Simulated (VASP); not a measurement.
Wanted: the native input for a VASP 6.6.1 run.

| Quantity | Value |
| --- | --- |
| Task | single point |
| Functional | PBE |
| Potentials or basis | VASP PAW PBE potentials, release 64 (Ag, Cl) |
| Cutoff | 520 eV |
| k mesh | 8 × 8 × 8 |
| Occupations | fermi-dirac, width 0.02 eV |
| Spin | no spin polarisation |
| Dipole correction | no |
| Further INCAR settings | ALGO = Normal; EDIFF = 1e-06; NBANDS = 16 |

The structure of AgCl lies in POSCAR:

```
AgCl
1.0
    0.0000000000      2.9932651224      2.9932651224
    2.9932651224      0.0000000000      2.9932651224
    2.9932651224      2.9932651224      0.0000000000
Ag Cl
1 1
Direct
    0.0000000000      0.0000000000      0.0000000000
    0.2500000000      0.2500000000      0.2500000000
```

One way to write it, as run:

INCAR

```
  ALGO = Normal
  EDIFF = 1E-6
  ENCUT = 520
  GGA = PE
  ISIF = 2
  ISMEAR = -1
  LASPH = T
  LCHARG = T
  LELF = T
  LREAL = F
  LVHAR = T
  LWAVE = F
  NBANDS = 16
  NELM = 80
  PREC = Accurate
  SIGMA = 0.02
```

KPOINTS

```
k-points
0
Gamma
  8 8 8
```

Potentials or basis: VASP PAW PBE potentials, release 64 (Ag, Cl).

Command:

```bash
$ cat potpaw_PBE.64/Ag/POTCAR potpaw_PBE.64/Cl/POTCAR > POTCAR
$ mpirun -np 1 vasp_std > vasp.out
```

It gave:

```
Pressure               : 1.1 GPa
Band gap on the k mesh : 1.25 eV
```

It took 9 s on 1 thread of AMD EPYC 9R45 96-Core Processor (Zen 5), with other jobs on the host, peak memory 0.15 GiB.
